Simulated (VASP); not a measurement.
Here is a VASP 6.6.1 calculation.

File INCAR:

```
SYSTEM = FePt
  PREC = Accurate
  ENCUT = 520
  EDIFF = 1E-6
  ISMEAR = -1
  SIGMA = 0.05
  LREAL = .False.
  LASPH = .True.
  NELM = 150
  ALGO = Normal
  ISIF = 2
  LWAVE = .False.
  LCHARG = .False.
  ISPIN = 2
  MAGMOM = 0 3
  LORBIT = 11
  LMAXMIX = 4
  GGA = PE
  IVDW = 13
  NBANDS = 20
```

The input KPOINTS:

```
regular mesh
0
Gamma
  10 10 7
  0 0 0
```

Contents of POSCAR:

```
FePt
1.0
    2.7113223771      0.0000000000      0.0000000000
    0.0000000000      2.7113223771      0.0000000000
    0.0000000000      0.0000000000      3.7131801862
Pt Fe
1 1
Direct
    0.5000000000      0.5000000000      0.5000000000
    0.0000000000      0.0000000000      0.0000000000
```

Potentials or basis: VASP PAW PBE potentials, release 64 (Pt, Fe).

The run is started by

```sh
$ cat potpaw_PBE.64/Pt/POTCAR potpaw_PBE.64/Fe/POTCAR > POTCAR
$ mpirun -np 1 vasp_std > vasp.out
```

Predict the site moments.

Pt +0.33; Fe +2.90 μB.

What does it give for the net moment?

3.25 μB per cell.

Predict the pressure.

-0.5 GPa.

Stress tensor (GPa, compression positive):
```
-0.53  0.00  0.00
 0.00 -0.53  0.00
 0.00  0.00 -0.38
```

Caveat: pairwise dispersion overbinds metals, which lowers pressure and volume.
